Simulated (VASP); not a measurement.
# HfMg3 (Pm-3m) in VASP: single point with LDA

Aim: the single point of HfMg3 with LDA.

All numbers are computed with VASP 6.6.1; they aren't measurements. Logs are shortened: lines on timing, memory, paths and dates and some standing lists are left out, and cuts for length are marked.

## Step 1: The cell of the first run

It takes space group Pm-3m (No. 221, cubic). Conventional cell: a = 4.433 Å, b = 4.433 Å, c = 4.433 Å, α = 90.00°, β = 90.00°, γ = 90.00°. Within 4.1 Å of Mg (site symmetry 4/mmm) lie 8 Mg at 3.13 Å and 4 Hf at 3.13 Å. Hf (site symmetry m-3m) has 12 Mg at 3.13 Å within 4.1 Å.

## Step 2: Single point, LDA

INCAR

```
SYSTEM = HfMg3
  PREC = Accurate
  ENCUT = 520
  EDIFF = 1E-6
  ISMEAR = 0
  SIGMA = 0.2
  LREAL = .False.
  LASPH = .True.
  NELM = 80
  ALGO = Normal
  ISIF = 2
  LWAVE = .False.
  LCHARG = .False.
  NBANDS = 16
```

KPOINTS

```
regular mesh
0
Gamma
  4 4 4
  0 0 0
```

POSCAR

```
HfMg3
1.0
    4.4333760000      0.0000000000      0.0000000000
    0.0000000000      4.4333760000      0.0000000000
    0.0000000000      0.0000000000      4.4333760000
Mg Hf
3 1
Direct
    0.5000000000      0.5000000000      0.0000000000
    0.0000000000      0.5000000000      0.5000000000
    0.5000000000      0.0000000000      0.5000000000
    0.0000000000      0.0000000000      0.0000000000
```

Potentials or basis: VASP PAW LDA potentials, release 64 (Mg, Hf_pv).

On the command line:

```
$ cat potpaw_LDA.64/Mg/POTCAR potpaw_LDA.64/Hf_pv/POTCAR > POTCAR
$ mpirun -np 1 vasp_std > vasp.out
```

OUTCAR:

```text
SYSTEM = HfMg3
   PREC = Accurate
   ENCUT = 520
   EDIFF = 1E-6
   ISMEAR = 0
   LREAL = .False.
   LASPH = .True.
   NELM = 80
   ISIF = 2

 ion  position               nearest neighbor table
   1  0.500  0.500  0.000-   2 3.13   3 3.13   4 3.13   2 3.13   3 3.13   3 3.13   4 3.13   3 3.13
                             2 3.13   4 3.13   2 3.13   4 3.13
   2  0.000  0.500  0.500-   1 3.13   3 3.13   4 3.13   1 3.13   4 3.13   3 3.13   4 3.13   4 3.13
                             1 3.13   3 3.13   1 3.13   3 3.13
   3  0.500  0.000  0.500-   1 3.13   2 3.13   4 3.13   1 3.13   4 3.13   1 3.13   2 3.13   1 3.13
                             2 3.13   4 3.13   4 3.13   2 3.13
   4  0.000  0.000  0.000-   1 3.13   2 3.13   3 3.13   2 3.13   3 3.13   1 3.13   2 3.13   2 3.13
                             1 3.13   3 3.13   3 3.13   1 3.13

  LATTYP: Found a simple cubic cell.
 ALAT       =     4.4333760000

  Lattice vectors:

 A1 = (   4.4333760000,   0.0000000000,   0.0000000000)
 A2 = (   0.0000000000,   4.4333760000,   0.0000000000)
 A3 = (   0.0000000000,   0.0000000000,   4.4333760000)

Analysis of symmetry for initial positions (statically):
=====================================================================
 Subroutine PRICEL returns:
 Original cell was already a primitive cell.

 Routine SETGRP: Setting up the symmetry group for a
 simple cubic supercell.

 Subroutine GETGRP returns: Found 48 space group operations
[... 9 lines left out ...]

 Routine SETGRP: Setting up the symmetry group for a
 simple cubic supercell.

 Subroutine GETGRP returns: Found 48 space group operations
[... 11 lines left out ...]
                                     Primitive cell

  volume of cell :      87.1372

  direct lattice vectors                    reciprocal lattice vectors
     4.433376000  0.000000000  0.000000000     0.225561739  0.000000000  0.000000000
     0.000000000  4.433376000  0.000000000     0.000000000  0.225561739  0.000000000
     0.000000000  0.000000000  4.433376000     0.000000000  0.000000000  0.225561739

  length of vectors
     4.433376000  4.433376000  4.433376000     0.225561739  0.225561739  0.225561739

  position of ions in fractional coordinates (direct lattice)
     0.500000000  0.500000000  0.000000000
     0.000000000  0.500000000  0.500000000
     0.500000000  0.000000000  0.500000000
     0.000000000  0.000000000  0.000000000

  ion indices of the primitive-cell ions
   primitive index   ion index
                 1           1
                 2           2
                 3           3
                 4           4

----------------------------------------------------------------------------------------

 KPOINTS: regular mesh

Automatic generation of k-mesh.
 Grid dimensions read from file:
 generate k-points for:    4    4    4

 Generating k-lattice:

  Cartesian coordinates                     Fractional coordinates (reciprocal lattice)
     0.056390435  0.000000000  0.000000000     0.250000000  0.000000000  0.000000000
     0.000000000  0.056390435  0.000000000     0.000000000  0.250000000  0.000000000
     0.000000000  0.000000000  0.056390435     0.000000000  0.000000000  0.250000000

  Length of vectors
     0.056390435  0.056390435  0.056390435

  Shift w.r.t. Gamma in fractional coordinates (k-lattice)
     0.000000000  0.000000000  0.000000000

 Subroutine IBZKPT returns following result:
 ===========================================

 Found     10 irreducible k-points:

 Following reciprocal coordinates:
            Coordinates               Weight
  0.000000  0.000000  0.000000      1.000000
  0.250000  0.000000  0.000000      6.000000
  0.500000  0.000000  0.000000      3.000000
  0.250000  0.250000  0.000000     12.000000
  0.500000  0.250000  0.000000     12.000000
  0.500000  0.500000  0.000000      3.000000
  0.250000  0.250000  0.250000      8.000000
  0.500000  0.250000  0.250000     12.000000
  0.500000  0.500000  0.250000      6.000000
  0.500000  0.500000  0.500000      1.000000
   k-points           NKPTS =     10   k-points in BZ     NKDIM =     10   number of bands    NBANDS=     16
   number of dos      NEDOS =    301   number of ions     NIONS =      4
   total plane-waves  NPLWV =  46656
   dimension x,y,z NGX =    36 NGY =   36 NGZ =   36
   dimension x,y,z NGXF=    72 NGYF=   72 NGZF=   72
   ions per type =               3   1
   NGX,Y,Z   is equivalent  to a cutoff of  13.50, 13.50, 13.50 a.u.
   NGXF,Y,Z  is equivalent  to a cutoff of  27.00, 27.00, 27.00 a.u.
 SYSTEM =  HfMg3
   PREC   = accura    normal or accurate (medium, high low for compatibility)
   ISTART =      0    job   : 0-new  1-cont  2-samecut
   ICHARG =      2    charge: 1-file 2-atom 10-const
   ISPIN  =      1    spin polarized calculation?
   LNONCOLLINEAR =      F non collinear calculations
   LSORBIT =      F    spin-orbit coupling
   LASPH  =      T    aspherical Exc in radial PAW
   ENCUT  =  520.0 eV  38.22 Ry    6.18 a.u.   8.24  8.24  8.24*2*pi/ulx,y,z
   NELM   =     80;   NELMIN=  2; NELMDL= -5     # of ELM steps
   EDIFF  = 0.1E-05   stopping-criterion for ELM
   LREAL  =      F    real-space projection
   EDIFFG = 0.1E-04   stopping-criterion for IOM
   NSW    =      0    number of steps for IOM
   IBRION =     -1    ionic relax: 0-MD 1-quasi-New 2-CG
   NFREE  =      0    steps in history (QN), initial steepest desc. (CG)
   ISIF   =      2    stress and relaxation
   ISYM   =      2    0-nonsym 1-usesym 2-fastsym
   POTIM  = 0.5000    time-step for ionic-motion
   TEBEG  =    0.0;   TEEND  =   0.0 temperature during run
   PSTRESS=    0.0 pullay stress
   NELECT =      16.0000    total number of electrons
   NUPDOWN=      -1.0000    fix difference up-down
   EMIN   =  10.00;   EMAX   =-10.00  energy-range for DOS
   EFERMI =   0.00;   METHOD = LEGACY
   ISMEAR =     0;   SIGMA  =   0.20  broadening in eV -4-tet -1-fermi 0-gaus
   EFERMI_NEDOS =   21; number of points for ismear=-14 and -15
   IALGO  =     38    algorithm
   IMIX   =      4    mixing-type and parameters
     AMIX     =   0.40;   BMIX     =  1.00
     AMIX_MAG =   1.60;   BMIX_MAG =  1.00
  volume/ion in A,a.u.               =      21.78       147.01
  Fermi-wavevector in a.u.,A,eV,Ry     =   0.930494  1.758379 11.780185  0.865819
  Thomas-Fermi vector in A             =   2.056888
   LORBIT       =      0    0 simple, 1 ext, 2 COOP (PROOUT), +10 PAW based schemes
   GGA     = CA    functional components
   LHFCALC =     F    Hartree Fock is set to
   AEXX    =    0.0000 exact exchange contribution
   IVDW    =     0    specifies the selected vdW correction
   LEPSILON=     F    determine dielectric tensor
   LRPA    =     F    only Hartree local field effects (RPA)
 non-spin polarized calculation
 Gauss-broadening in eV      SIGMA  =   0.20
  energy-cutoff  :      520.00
  volume of cell :       87.14
 maximum number of plane-waves:      2360
 NGX is ok and might be reduce to    36
   NGX = 17   NGY = 17   NGZ = 17

 number of electron      16.0000000 magnetization

 Free energy of the ion-electron system (eV)
  ---------------------------------------------------
  ext. energy  EPLUGINS =         0.00000000
  ---------------------------------------------------
  free energy    TOTEN  =       -15.57343693 eV

  energy without entropy =      -15.48298772  energy(sigma->0) =      -15.52821232

 E-fermi :   2.9053     XC(G=0):  -9.5827

 val. band max:        2.8432985447   @ k =   0.5000   0.2500   0.0000
 cond. band min:       2.9349455394   @ k =   0.2500   0.0000   0.0000
 fundamental gap:      0.0916469947
 Fermi energy:         2.9052880572

 k-point     1 :       0.0000    0.0000    0.0000
  band No.  band energies     occupation
      1     -27.8733      2.00000
      2     -27.8733      2.00000
      3     -27.8733      2.00000
      4      -3.9347      2.00000
      5       1.7339      2.00000
      6       1.7339      2.00000
[... 8 lines left out ...]
     15       9.6499      0.00000
     16      10.0494      0.00000

 k-point     2 :       0.2500    0.0000    0.0000
  band No.  band energies     occupation
      1     -27.8789      2.00000
      2     -27.8729      2.00000
      3     -27.8729      2.00000
      4      -3.4047      2.00000
      5       0.3284      2.00000
      6       1.9578      2.00000
[... 8 lines left out ...]
     15       9.4095      0.00000
     16       9.4101      0.00000

 k-point     3 :       0.5000    0.0000    0.0000
  band No.  band energies     occupation
      1     -27.8845      2.00000
      2     -27.8726      2.00000
      3     -27.8726      2.00000
      4      -2.0555      2.00000
      5      -1.7149      2.00000
      6       2.2289      2.00000
[... 8 lines left out ...]
     15       8.2730      0.00000
     16       8.2730      0.00000

 k-point     4 :       0.2500    0.2500    0.0000
  band No.  band energies     occupation
      1     -27.8786      2.00000
      2     -27.8783      2.00000
      3     -27.8726      2.00000
      4      -2.8865      2.00000
      5       0.5475      2.00000
      6       0.8355      2.00000
[... 8 lines left out ...]
     15       8.4597      0.00000
     16       9.4268      0.00000

 k-point     5 :       0.5000    0.2500    0.0000
  band No.  band energies     occupation
      1     -27.8839      2.00000
      2     -27.8780      2.00000
      3     -27.8723      2.00000
      4      -1.4915      2.00000
      5      -1.3688      2.00000
      6       1.5146      2.00000
[... 8 lines left out ...]
     15       7.4505      0.00000
     16       9.4440      0.00000

 k-point     6 :       0.5000    0.5000    0.0000
  band No.  band energies     occupation
      1     -27.8833      2.00000
      2     -27.8833      2.00000
      3     -27.8720      2.00000
      4      -0.6994      2.00000
      5      -0.1819      2.00000
      6       0.3274      2.00000
[... 8 lines left out ...]
     15       8.0517      0.00000
     16       8.4459      0.00000

 k-point     7 :       0.2500    0.2500    0.2500
  band No.  band energies     occupation
      1     -27.8782      2.00000
      2     -27.8778      2.00000
      3     -27.8778      2.00000
      4      -2.3825      2.00000
      5       1.0446      2.00000
      6       1.0550      2.00000
[... 8 lines left out ...]
     15       8.3401      0.00000
     16       9.3398      0.00000

 k-point     8 :       0.5000    0.2500    0.2500
  band No.  band energies     occupation
      1     -27.8833      2.00000
      2     -27.8776      2.00000
      3     -27.8774      2.00000
      4      -1.0096      2.00000
      5      -0.9417      2.00000
      6       1.4393      2.00000
[... 8 lines left out ...]
     15       7.9721      0.00000
     16       9.2971      0.00000

 k-point     9 :       0.5000    0.5000    0.2500
  band No.  band energies     occupation
      1     -27.8827      2.00000
      2     -27.8827      2.00000
      3     -27.8770      2.00000
      4      -0.2711      2.00000
      5       0.4825      2.00000
      6       0.4825      2.00000
[... 8 lines left out ...]
     15       8.0495      0.00000
     16       8.0495      0.00000

 k-point    10 :       0.5000    0.5000    0.5000
  band No.  band energies     occupation
      1     -27.8821      2.00000
      2     -27.8821      2.00000
      3     -27.8821      2.00000
      4       0.6913      2.00000
      5       0.6913      2.00000
      6       0.6913      2.00000
[... 8 lines left out ...]
     15       7.8548      0.00000
     16       7.8548      0.00000

------------------------ aborting loop because EDIFF is reached ----------------------------------------

  FORCE on cell =-STRESS in cart. coord.  units (eV):
  Direction    XX          YY          ZZ          XY          YZ          ZX
  --------------------------------------------------------------------------------------
  -------------------------------------------------------------------------------------
  Total       -1.9853129     -1.9853129     -1.9853129      0.0000000     -0.0000000      0.0000000
  in kB      -36.5036129    -36.5036129    -36.5036129      0.0000000     -0.0000000      0.0000000
  external PRESSURE =     -36.5036129 kB  Pullay stress =       0.0000000 kB

 VOLUME and BASIS-vectors are now :
 -----------------------------------------------------------------------------
  energy-cutoff  :      520.00
  volume of cell :       87.14
      direct lattice vectors                 reciprocal lattice vectors
     4.433376000  0.000000000  0.000000000     0.225561739  0.000000000  0.000000000
     0.000000000  4.433376000  0.000000000     0.000000000  0.225561739  0.000000000
     0.000000000  0.000000000  4.433376000     0.000000000  0.000000000  0.225561739

 POSITION                                       TOTAL-FORCE (eV/Angst)
 -----------------------------------------------------------------------------------
      2.21669      2.21669      0.00000         0.000000      0.000000      0.000000
      0.00000      2.21669      2.21669         0.000000      0.000000      0.000000
      2.21669      0.00000      2.21669         0.000000      0.000000      0.000000
      0.00000      0.00000      0.00000         0.000000      0.000000      0.000000
 -----------------------------------------------------------------------------------
    total drift:                                0.000000     -0.000000     -0.000000

  FREE ENERGIE OF THE ION-ELECTRON SYSTEM (eV)
  ---------------------------------------------------
  free  energy   TOTEN  =       -15.5734369305 eV

  energy  without entropy=      -15.4829877150  energy(sigma->0) =      -15.52821232
```

It took 8.6 s on 1 thread of Intel Xeon Platinum 8375C at 2.90GHz (Ice Lake), shared host; peak memory 0.17 GiB.

What came out:

* Free energy: -15.5734 eV
* Pressure: -3.7 GPa
* Band gap on the k mesh: zero (band 8 reaches 3.55 eV, above the bottom of band 9 at 2.19 eV)

Caveat: spin-orbit coupling is left out, which moves the levels of the heavy elements.
